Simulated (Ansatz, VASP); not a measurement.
## Two plane-wave programs on CdTe

Contents of INCAR:

```
SYSTEM = CdTe
ALGO = Normal
EDIFF = 1E-6
EDIFFG = -0.04
ENCUT = 600
GGA = PE
IBRION = 2
ISIF = 3
ISMEAR = 0
LASPH = .True.
LCHARG = .False.
LREAL = .False.
LWAVE = .False.
NELM = 100
NSW = 90
PREC = Accurate
SIGMA = 0.1
```

The input KPOINTS:

```
k-points
0
Gamma
  6 6 4
  0 0 0
```

The input POSCAR:

```
CdTe
1.0
    3.3412734923      0.0000000000      0.0000000000
    0.0000000000      3.3412734923      0.0000000000
    0.0000000000      0.0000000000      4.7718717348
Cd Te
1 1
Direct
    0.5000000000      0.5000000000      0.5000000000
    0.0000000000      0.0000000000      0.0000000000
```

Input for Ansatz:

```yaml
crystal:
  lattice:
    - [3.3412734923, 0.0, 0.0]
    - [0.0, 3.3412734923, 0.0]
    - [0.0, 0.0, 4.7718717348]
  atoms:
    - { symbol: Cd, position: [0.5, 0.5, 0.5] }
    - { symbol: Te, position: [0.0, 0.0, 0.0] }
basis:
  ecutwfc: 420
kpoints:
  mp_grid: { grid: [6, 6, 4] }
hamiltonian:
  xc: pbe
scf:
  occupations: { method: gaussian, width: 0.1 }
  lower_state_search: "off"
output:
  forces: true
  stress: true
  eigenvalues: true
relax:
  adjacent_minimum: "off"
  f_tol: 0.04
  max_steps: 70
  cell: { stress_tol: 0.4 }
```

Alike in both runs: task relaxation of cell and atoms; functional PBE; k mesh 6 × 6 × 4; occupations gaussian, width 0.1 eV; no spin polarisation.

```csv
,VASP,Ansatz
version,VASP 6.6.1,Ansatz 0.2.0
potentials or method,"VASP PAW PBE potentials, release 64 (Cd, Te), cutoff 600 eV","scalar-relativistic, plane waves, PAW"
valence electrons in the cell,18,36
```

```csv
,VASP,Ansatz,Ansatz less VASP
"gap on the k mesh at the Fermi level, each at its own relaxed structure (eV)",none,none,-
relaxed volume (Å³/atom),26.79,27.08,+0.283
relaxed cell length with the largest relative difference (Å),4.010,3.612,-0.3975
```

A gap of «none» marks a metal or a gap that the smearing closes. VASP's potentials hold 18 valence electrons a cell and Ansatz's 36, so a difference there can come from the potentials and not from the codes.

Spin-orbit coupling is off throughout.
